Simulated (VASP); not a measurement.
Runs of VASP 6.6.1 on Si2Ge. The structure is that of space group P-3m1 (No. 164), or close to it. The cells are those of the table. 

```csv
task,cell,k mesh,cutoff (eV),gap on the mesh (eV),pressure (GPa),largest force (eV/Å)
single point,"a = 3.032, b = 3.032, c = 12.608 Å, angles 90.0, 90.0, 120.0°, 6 atoms",6 × 6 × 2,520,none,0.0,0.03
relaxation of cell and atoms,"relaxed from a = 2.898, b = 2.898, c = 13.656 Å, angles 90.0, 90.0, 120.0°, 6 atoms",6 × 6 × 2,600,-,-0.1,0.04
single point,"a = 3.567, b = 3.567, c = 9.714 Å, angles 90.0, 90.0, 120.0°, 6 atoms",12 × 12 × 4,520,none,0.0,0.01
single point,"a = 2.898, b = 2.898, c = 13.656 Å, angles 90.0, 90.0, 120.0°, 6 atoms",6 × 6 × 2,520,none,(a),0.54
```

Alike in all rows: level PBE; potentials or basis VASP PAW PBE potentials, release 64 (Si, Ge_d); no spin polarisation; smearing gaussian 0.1 eV.

**Question.** Estimate the missing entries.

**Answer.** (a) -0.9.

Caveats: some runs use coarse meshes; the bands computed are all filled at some k points, so no gap is given (some runs).

A k mesh can miss the band edges, and the runs leave out spin-orbit coupling on Ge.

A gap of «none» marks levels without a gap at the run's occupations.
